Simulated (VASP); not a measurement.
## ZrH5: single point with PBE

ZrH5:

```xyz
6
Lattice="2.2331 1.2893 2.1939 -2.2331 1.2893 2.1939 0.0000 -2.5785 2.1939" Properties=species:S:1:pos:R:3 pbc="T T T"
Zr    0.0000    0.0000    3.2908
H     0.0000    0.0000    5.2245
H     0.0000    0.0000    1.3572
H     0.0000   -1.2893    1.0969
H     1.1165    0.6446    1.0969
H    -1.1165    0.6446    1.0969
```

The cell was built from a structure type or drawn by symmetry, and may not be a known phase.

- Program: VASP 6.6.1
- Task: single point
- Functional: PBE
- Potentials or basis: VASP PAW PBE potentials, release 64 (Zr_sv, H)
- Cutoff: 500 eV
- k mesh: 4 × 4 × 4
- Occupations: gaussian, width 0.2 eV
- Spin: no spin polarisation

```json
{
  "Pressure": "-0.3 GPa",
  "Largest force": "0.080 eV/Å",
  "Band gap on the k mesh": "zero (an odd number of electrons rules out a gap without spin polarisation)"
}
```

Forces on the atoms (eV/Å):
```
Zr   0.000  0.000  0.000
H    0.000  0.000  0.080
H    0.000  0.000 -0.080
H    0.000  0.000  0.000
H    0.000  0.000  0.000
H    0.000  0.000  0.000
```

Stress tensor (GPa, compression positive):
```
-0.01  0.00  0.00
 0.00 -0.01  0.00
 0.00  0.00 -0.94
```

Levels at points of the mesh, in eV from the Fermi level:
```
           k point  band 5  band 6  band 7  band 8  band 9  band 10  band 11  band 12
(0.00, 0.00, 0.00)  -12.63   -4.76   -4.76   -3.46    0.84     1.46     1.46     4.67
(0.50, 0.00, 0.00)   -9.78   -9.35   -2.12   -1.71   -1.68     0.34     1.69     3.49
(0.50, 0.50, 0.00)   -9.35   -8.58   -4.42   -3.34    0.14     0.88     3.63     3.68
(0.50, 0.50, 0.50)  -10.54   -5.87   -5.87   -4.29    1.09     3.67     3.67     4.32
```

Run time: 21 s on 1 thread of AMD EPYC 7571 (shared host), peak memory 0.12 GiB.

Caveat: the k points lie up to 0.47 Å⁻¹ apart, too coarse for converged energies and pressures of a metal.
